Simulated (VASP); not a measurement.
# MoS2 (P-3m1) in VASP: notebook

MoS2 is run at these levels: BLYP+D4, RPBE; tasks: single point.

All numbers are computed with VASP 6.6.1; they aren't measurements. Logs are shortened: lines on timing, memory, paths and dates and some standing lists are left out, and cuts for length are marked.

## Step 1: The cell of the first run

It takes space group P-3m1 (No. 164, trigonal). Conventional cell: a = 3.206 Å, b = 3.206 Å, c = 6.270 Å, α = 90.00°, β = 90.00°, γ = 120.00°. Mo (site symmetry -3m) has 6 S at 2.40 Å within 3.2 Å. S (site symmetry 3m) has 3 Mo at 2.40 Å within 3.2 Å.

## Step 2: Single point, BLYP+D4

File INCAR:

```
PREC = Accurate ; ENCUT = 520
EDIFF = 1E-6 ; ISMEAR = -1
SIGMA = 0.05 ; LREAL = False
LASPH = True ; NELM = 80
ALGO = Normal ; ISIF = 2
LWAVE = False ; LCHARG = True
GGA = B5 ; ALDAX = 1.0
AGGAX = 1.0 ; AGGAC = 1.0
ALDAC = 0.0 ; IVDW = 13
VDW_S6 = 1.0 ; VDW_S8 = 2.34076671
VDW_A1 = 0.44488865 ; VDW_A2 = 4.0933009
LELF = True ; LVHAR = True
NBANDS = 20
```

File KPOINTS:

```
regular mesh
0
Gamma
  9 9 4
```

File POSCAR:

```
MoS2
1.0
    3.2058030729      0.0000000000      0.0000000000
   -1.6029015365      2.7763069006      0.0000000000
    0.0000000000      0.0000000000      6.2701065500
Mo S
1 2
Direct
    0.0000000000      0.0000000000      0.5000000000
    0.6666666667      0.3333333333      0.7446806800
    0.3333333333      0.6666666667      0.2553193200
```

Potentials or basis: VASP PAW PBE potentials, release 64 (Mo_sv, S).

Command:

```bash
cat potpaw_PBE.64/Mo_sv/POTCAR potpaw_PBE.64/S/POTCAR > POTCAR
mpirun -np 1 vasp_std > vasp.out
```

OUTCAR:

```text
PREC = Accurate
   ENCUT = 520
   EDIFF = 1E-6
   ISMEAR = -1
   LREAL = False
   LASPH = True
   NELM = 80
   ISIF = 2
   GGA = B5
   IVDW = 13

 ion  position               nearest neighbor table
   1  0.000  0.000  0.500-   2 2.40   3 2.40   3 2.40   2 2.40   2 2.40   3 2.40
   2  0.667  0.333  0.745-   1 2.40   1 2.40   1 2.40
   3  0.333  0.667  0.255-   1 2.40   1 2.40   1 2.40

  LATTYP: Found a hexagonal cell.
 ALAT       =     3.2058030729
 C/A-ratio  =     1.9558614199

  Lattice vectors:

 A1 = (   3.2058030729,   0.0000000000,   0.0000000000)
 A2 = (  -1.6029015365,   2.7763069006,   0.0000000000)
 A3 = (   0.0000000000,   0.0000000000,   6.2701065500)

Analysis of symmetry for initial positions (statically):
=====================================================================
 Subroutine PRICEL returns:
 Original cell was already a primitive cell.

 Routine SETGRP: Setting up the symmetry group for a
 hexagonal supercell.

 Subroutine GETGRP returns: Found 12 space group operations
 (whereof 12 operations were pure point group operations)
 out of a pool of 24 trial point group operations.

The static configuration has the point symmetry D_3d.

Analysis of symmetry for dynamics (positions and initial velocities):
=====================================================================
 Subroutine PRICEL returns:
 Original cell was already a primitive cell.

 Routine SETGRP: Setting up the symmetry group for a
 hexagonal supercell.

 Subroutine GETGRP returns: Found 12 space group operations
 (whereof 12 operations were pure point group operations)
 out of a pool of 24 trial point group operations.

The dynamic configuration has the point symmetry D_3d.

 Subroutine INISYM returns: Found 12 space group operations
 (whereof 12 operations are pure point group operations),
 and found     1 'primitive' translations

----------------------------------------------------------------------------------------

                                     Primitive cell

  volume of cell :      55.8058

  direct lattice vectors                    reciprocal lattice vectors
     3.205803073  0.000000000  0.000000000     0.311934320  0.180095363  0.000000000
    -1.602901536  2.776306901  0.000000000     0.000000000  0.360190727  0.000000000
     0.000000000  0.000000000  6.270106550     0.000000000  0.000000000  0.159486923

  length of vectors
     3.205803073  3.205803073  6.270106550     0.360190727  0.360190727  0.159486923

  position of ions in fractional coordinates (direct lattice)
     0.000000000  0.000000000  0.500000000
     0.666666667  0.333333333  0.744680680
     0.333333333  0.666666667  0.255319320

  ion indices of the primitive-cell ions
   primitive index   ion index
                 1           1
                 2           2
                 3           3

----------------------------------------------------------------------------------------

 KPOINTS: regular mesh

Automatic generation of k-mesh.
 Grid dimensions read from file:
 generate k-points for:    9    9    4

 Generating k-lattice:

  Cartesian coordinates                     Fractional coordinates (reciprocal lattice)
     0.034659369  0.020010596  0.000000000     0.111111111  0.000000000  0.000000000
     0.000000000  0.040021192  0.000000000     0.000000000  0.111111111  0.000000000
     0.000000000  0.000000000  0.039871731     0.000000000  0.000000000  0.250000000

  Length of vectors
     0.040021192  0.040021192  0.039871731

  Shift w.r.t. Gamma in fractional coordinates (k-lattice)
     0.000000000  0.000000000  0.000000000

 Subroutine IBZKPT returns following result:
 ===========================================

 Found     43 irreducible k-points:

 Following reciprocal coordinates:
            Coordinates               Weight
  0.000000  0.000000  0.000000      1.000000
  0.111111  0.000000  0.000000      6.000000
  0.222222  0.000000  0.000000      6.000000
  0.333333 -0.000000  0.000000      6.000000
  0.444444  0.000000  0.000000      6.000000
  0.111111  0.111111  0.000000      6.000000
[... 16 lines left out ...]
  0.222222  0.111111  0.250000     12.000000
 -0.111111  0.333333  0.250000     12.000000
 [... further k-points ...]
   k-points           NKPTS =     43   k-points in BZ     NKDIM =     43   number of bands    NBANDS=     20
   number of dos      NEDOS =    301   number of ions     NIONS =      3
   total plane-waves  NPLWV =  27648
   dimension x,y,z NGX =    24 NGY =   24 NGZ =   48
   dimension x,y,z NGXF=    48 NGYF=   48 NGZF=   96
   ions per type =               1   2
   NGX,Y,Z   is equivalent  to a cutoff of  12.45, 12.45, 12.73 a.u.
   NGXF,Y,Z  is equivalent  to a cutoff of  24.89, 24.89, 25.45 a.u.
 SYSTEM =  unknown system
   PREC   = accura    normal or accurate (medium, high low for compatibility)
   ISTART =      0    job   : 0-new  1-cont  2-samecut
   ICHARG =      2    charge: 1-file 2-atom 10-const
   ISPIN  =      1    spin polarized calculation?
   LNONCOLLINEAR =      F non collinear calculations
   LSORBIT =      F    spin-orbit coupling
   LASPH  =      T    aspherical Exc in radial PAW
   ENCUT  =  520.0 eV  38.22 Ry    6.18 a.u.   5.96  5.96 11.66*2*pi/ulx,y,z
   NELM   =     80;   NELMIN=  2; NELMDL= -5     # of ELM steps
   EDIFF  = 0.1E-05   stopping-criterion for ELM
   LREAL  =      F    real-space projection
   EDIFFG = 0.1E-04   stopping-criterion for IOM
   NSW    =      0    number of steps for IOM
   IBRION =     -1    ionic relax: 0-MD 1-quasi-New 2-CG
   NFREE  =      0    steps in history (QN), initial steepest desc. (CG)
   ISIF   =      2    stress and relaxation
   ISYM   =      2    0-nonsym 1-usesym 2-fastsym
   POTIM  = 0.5000    time-step for ionic-motion
   TEBEG  =    0.0;   TEEND  =   0.0 temperature during run
   PSTRESS=    0.0 pullay stress
   NELECT =      26.0000    total number of electrons
   NUPDOWN=      -1.0000    fix difference up-down
   EMIN   =  10.00;   EMAX   =-10.00  energy-range for DOS
   EFERMI =   0.00;   METHOD = LEGACY
   ISMEAR =    -1;   SIGMA  =   0.05  broadening in eV -4-tet -1-fermi 0-gaus
   EFERMI_NEDOS =   21; number of points for ismear=-14 and -15
   IALGO  =     38    algorithm
   IMIX   =      4    mixing-type and parameters
     AMIX     =   0.40;   BMIX     =  1.00
     AMIX_MAG =   1.60;   BMIX_MAG =  1.00
  volume/ion in A,a.u.               =      18.60       125.53
  Fermi-wavevector in a.u.,A,eV,Ry     =   1.269130  2.398308 21.914790  1.610692
  Thomas-Fermi vector in A             =   2.402188
   LORBIT       =      0    0 simple, 1 ext, 2 COOP (PROOUT), +10 PAW based schemes
   GGA     = B5    functional components
   LHFCALC =     F    Hartree Fock is set to
   AEXX    =    0.0000 exact exchange contribution
   IVDW    =    13    specifies the selected vdW correction
   LEPSILON=     F    determine dielectric tensor
   LRPA    =     F    only Hartree local field effects (RPA)
 non-spin polarized calculation
  energy-cutoff  :      520.00
  volume of cell :       55.81
 maximum number of plane-waves:      1524
   NGX = 11   NGY = 11   NGZ = 23

 number of electron      25.9999999 magnetization

 Free energy of the ion-electron system (eV)
  ---------------------------------------------------
  ext. energy  EPLUGINS =         0.00000000
  ---------------------------------------------------
  free energy    TOTEN  =       -18.44374822 eV

  energy without entropy =      -18.43487137  energy(sigma->0) =      -18.43930980

 E-fermi :   7.5639     XC(G=0):  -9.9813

 val. band max:        7.5630712493   @ k =   0.3333   0.2222   0.0000
 cond. band min:       7.7217928210   @ k =  -0.1111   0.3333   0.2500
 fundamental gap:      0.1587215717
 Fermi energy:         7.5638825828

 k-point     1 :       0.0000    0.0000    0.0000
  band No.  band energies     occupation
      1     -54.0530      2.00000
      2     -28.2126      2.00000
      3     -28.1803      2.00000
      4     -28.1803      2.00000
      5      -7.3271      2.00000
      6      -5.8635      2.00000
[... 12 lines left out ...]
     19      14.1185      0.00000
     20      17.3057      0.00000

 k-point     2 :       0.1111    0.0000    0.0000
  band No.  band energies     occupation
      1     -54.0490      2.00000
      2     -28.2219      2.00000
      3     -28.2043      2.00000
      4     -28.1898      2.00000
      5      -7.1403      2.00000
      6      -5.8287      2.00000
[... 12 lines left out ...]
     19      14.7994      0.00000
     20      16.8784      0.00000

 k-point     3 :       0.2222    0.0000    0.0000
  band No.  band energies     occupation
      1     -54.0387      2.00000
      2     -28.3258      2.00000
      3     -28.2137      2.00000
      4     -28.1834      2.00000
      5      -6.6328      2.00000
      6      -5.7324      2.00000
[... 12 lines left out ...]
     19      15.5811      0.00000
     20      16.3623      0.00000

 k-point     4 :       0.3333   -0.0000    0.0000
  band No.  band energies     occupation
      1     -54.0269      2.00000
      2     -28.4420      2.00000
      3     -28.2409      2.00000
      4     -28.1594      2.00000
      5      -6.0280      2.00000
      6      -5.5376      2.00000
[... 12 lines left out ...]
     19      14.8456      0.00000
     20      15.6596      0.00000

 k-point     5 :       0.4444    0.0000    0.0000
  band No.  band energies     occupation
      1     -54.0193      2.00000
      2     -28.5167      2.00000
      3     -28.2585      2.00000
      4     -28.1437      2.00000
      5      -5.7840      2.00000
      6      -5.1414      2.00000
[... 12 lines left out ...]
     19      14.5472      0.00000
     20      15.8774      0.00000

 k-point     6 :       0.1111    0.1111    0.0000
  band No.  band energies     occupation
      1     -54.0418      2.00000
      2     -28.2908      2.00000
      3     -28.2106      2.00000
      4     -28.1895      2.00000
      5      -6.7908      2.00000
      6      -5.7647      2.00000
[... 12 lines left out ...]
     19      15.9596      0.00000
     20      16.6831      0.00000

 k-point     7 :       0.2222    0.1111    0.0000
  band No.  band energies     occupation
      1     -54.0308      2.00000
      2     -28.3921      2.00000
      3     -28.2447      2.00000
      4     -28.1672      2.00000
      5      -6.2016      2.00000
      6      -5.6453      2.00000
[... 12 lines left out ...]
     19      15.6570      0.00000
     20      15.9872      0.00000
[... 277 lines left out ...]
 k-point    20 :       0.4444    0.0000    0.2500
  band No.  band energies     occupation
      1     -54.0193      2.00000
      2     -28.5167      2.00000
      3     -28.2585      2.00000
      4     -28.1437      2.00000
      5      -5.8371      2.00000
      6      -5.0651      2.00000
[... 12 lines left out ...]
     19      13.9789      0.00000
     20      15.7954      0.00000

 k-point    21 :       0.0000    0.4444    0.2500
  band No.  band energies     occupation
      1     -54.0193      2.00000
      2     -28.5167      2.00000
      3     -28.2585      2.00000
      4     -28.1437      2.00000
      5      -5.7898      2.00000
      6      -5.1343      2.00000
[... 12 lines left out ...]
     19      14.1761      0.00000
     20      15.1273      0.00000

 k-point    22 :       0.1111    0.1111    0.2500
  band No.  band energies     occupation
      1     -54.0418      2.00000
      2     -28.2908      2.00000
      3     -28.2106      2.00000
      4     -28.1895      2.00000
      5      -6.7116      2.00000
      6      -5.8759      2.00000
[... 12 lines left out ...]
     19      16.0430      0.00000
     20      16.6801      0.00000

 k-point    23 :       0.2222    0.1111    0.2500
  band No.  band energies     occupation
      1     -54.0308      2.00000
      2     -28.3921      2.00000
      3     -28.2447      2.00000
      4     -28.1672      2.00000
      5      -6.1700      2.00000
      6      -5.6786      2.00000
[... 12 lines left out ...]
     19      15.5609      0.00000
     20      16.6465      0.00000

 k-point    24 :      -0.1111    0.3333    0.2500
  band No.  band energies     occupation
      1     -54.0308      2.00000
      2     -28.3921      2.00000
      3     -28.2447      2.00000
      4     -28.1672      2.00000
      5      -6.1096      2.00000
      6      -5.7533      2.00000
[... 12 lines left out ...]
     19      15.9938      0.00000
     20      16.2194      0.00000

 [... further k-points ...]

------------------------ aborting loop because EDIFF is reached ----------------------------------------

  DFT-D4 for vdW energy calculation

  Edisp (eV):   -2.36598

  FORCE on cell =-STRESS in cart. coord.  units (eV):
  Direction    XX          YY          ZZ          XY          YZ          ZX
  --------------------------------------------------------------------------------------
  -------------------------------------------------------------------------------------
  Total       1.48473     1.48473     1.44115    -0.00000     0.00000     0.00000
  in kB      42.62653    42.62653    41.37533    -0.00000     0.00000     0.00000
  external pressure =       42.21 kB  Pullay stress =        0.00 kB

 VOLUME and BASIS-vectors are now :
 -----------------------------------------------------------------------------
  energy-cutoff  :      520.00
  volume of cell :       55.81
      direct lattice vectors                 reciprocal lattice vectors
     3.205803073  0.000000000  0.000000000     0.311934320  0.180095363  0.000000000
    -1.602901536  2.776306901  0.000000000     0.000000000  0.360190727  0.000000000
     0.000000000  0.000000000  6.270106550     0.000000000  0.000000000  0.159486923

 POSITION                                       TOTAL-FORCE (eV/Angst)
 -----------------------------------------------------------------------------------
      0.00000      0.00000      3.13505        -0.000000      0.000000      0.000000
      1.60290      0.92544      4.66923         0.000000      0.000000      0.966496
     -0.00000      1.85087      1.60088        -0.000000     -0.000000     -0.966496
 -----------------------------------------------------------------------------------
    total drift:                                0.000000     -0.000000      0.000000

  FREE ENERGIE OF THE ION-ELECTRON SYSTEM (eV)
  ---------------------------------------------------
  free  energy   TOTEN  =       -20.8097297492 eV

  energy  without entropy=      -20.8008528928  energy(sigma->0) =      -20.80529132
```

It took 75 s on 1 thread of Intel Xeon 8259CL, shared host; peak memory 0.19 GiB.

What came out:

| Property | Result |
| --- | --- |
| Free energy | -20.8097 eV |
| Pressure | 4.2 GPa |
| Largest force | 0.966 eV/Å |
| Band gap on the k mesh | zero (band 13 reaches 8.22 eV, above the bottom of band 14 at 7.16 eV) |
| Dispersion energy per atom | -0.789 eV |

Forces on the atoms (eV/Å):
```
Mo   0.000  0.000  0.000
S    0.000  0.000  0.966
S    0.000  0.000 -0.966
```

Stress tensor (GPa, compression positive):
```
4.26 0.00 0.00
0.00 4.26 0.00
0.00 0.00 4.14
```

Levels at points of the mesh, in eV from the Fermi level:
```csv
k point,band 11,band 12,band 13,band 14,band 15,band 16
"(0.00, 0.00, 0.00)",-1.07,-0.97,-0.97,-0.33,-0.33,3.25
"(0.00, 0.00, 0.50)",-0.98,-0.98,-0.40,-0.40,-0.05,3.41
```

Caveat: the PAW data sets were made with another functional, which shifts forces and pressure a little.

(Part 1 of 2 ends here.)
